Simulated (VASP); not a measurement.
Si:

```
CELL_PARAMETERS angstrom
3.76813 0.00000 0.00000
-1.88407 3.26330 0.00000
0.00000 0.00000 6.34122
ATOMIC_POSITIONS crystal
Si 0.33333 0.66667 0.00175
Si 0.66667 0.33333 0.50175
Si 0.33333 0.66667 0.37325
Si 0.66667 0.33333 0.87325
```

This cell differs from its parent crystal: biaxial xy strain -1.7%.

Base run:

```yaml
Program: VASP 6.6.1
Functional: PBE
Potentials_or_basis: VASP PAW PBE potentials, release 64 (Si)
Cutoff: 520 eV
k_mesh: 12 × 12 × 4
Occupations: fermi-dirac, width 0.02 eV
Spin: no spin polarisation
```

Its results: band gap on the k mesh 0.40 eV (least direct gap 1.29 eV); pressure 4.5 GPa; largest force 0.007 eV/Å.

Problem. The run is repeated on the same cell with these changes: functional from PBE to r2SCAN; occupations from fermi-dirac, width 0.02 eV to gaussian, width 0.01 eV. What comes out?

Solution. Band gap on the k mesh 0.60 eV (least direct gap 1.64 eV); pressure 3.2 GPa; largest force 0.003 eV/Å.

Caveats: the cell stands under pressure; the PAW data sets were made with another functional, which shifts forces and pressure a little (at least some runs).

A k mesh can miss the band edges.
